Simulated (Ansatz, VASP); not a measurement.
**AlAs in VASP and in Ansatz**

The input INCAR:

```
PREC     = Accurate       # precision mode
ENCUT    = 500            # plane-wave cutoff, eV
EDIFF    = 1E-6           # SCF threshold, eV
ISMEAR   = 0              # smearing method
SIGMA    = 0.01           # smearing width, eV
LREAL    = F              # projectors in reciprocal space
LASPH    = T              # aspherical terms in the spheres
NELM     = 120            # most SCF steps
ALGO     = Normal         # electronic algorithm
ISIF     = 2              # what is computed and relaxed
LWAVE    = F              # write WAVECAR
LCHARG   = T              # write CHGCAR
LELF     = T              # ELF
LVHAR    = T            
NBANDS   = 11             # bands
GGA_COMPAT= F
```

The input KPOINTS:

```
regular mesh
0
Gamma
  6 6 6
```

File POSCAR:

```
AlAs
1.0
    0.0000000000      2.8304000000      2.8304000000
    2.8304000000      0.0000000000      2.8304000000
    2.8304000000      2.8304000000      0.0000000000
Al As
1 1
Direct
    0.0000000000      0.0000000000      0.0000000000
    0.2500000000      0.2500000000      0.2500000000
```

Input for Ansatz:

```yaml
crystal:
  lattice:
    - [0.0, 2.8304, 2.8304]
    - [2.8304, 0.0, 2.8304]
    - [2.8304, 2.8304, 0.0]
  atoms:
    - { symbol: Al, position: [0.0, 0.0, 0.0] }
    - { symbol: As, position: [0.25, 0.25, 0.25] }
kpoints:
  mp_grid:
    grid: [6, 6, 6]
hamiltonian:
  xc: lda
scf:
  occupations:
    method: fixed
output:
  eigenvalues: true
```

Alike in both runs: task single point; functional LDA; k mesh 6 × 6 × 6; no spin polarisation.

```csv
,VASP,Ansatz
version,VASP 6.6.1,Ansatz 0.2.0
potentials or method,"VASP PAW LDA potentials, release 64 (Al, As)","plane waves, PAW"
plane-wave cutoff (eV),500,420
occupations,"gaussian, width 0.01 eV",fixed
valence electrons in the cell,8,18
```

VASP gave:

- gap on the k mesh at the Fermi level (eV): 1.33

**Question.** Estimate Ansatz's values.

**Answer.** gap on the k mesh at the Fermi level (eV): 1.35.

LDA's correlation is that of Perdew and Zunger in VASP and of Perdew and Wang (1992) in Ansatz. VASP's potentials hold 8 valence electrons a cell and Ansatz's 18, so a difference there can come from the potentials and not from the codes.
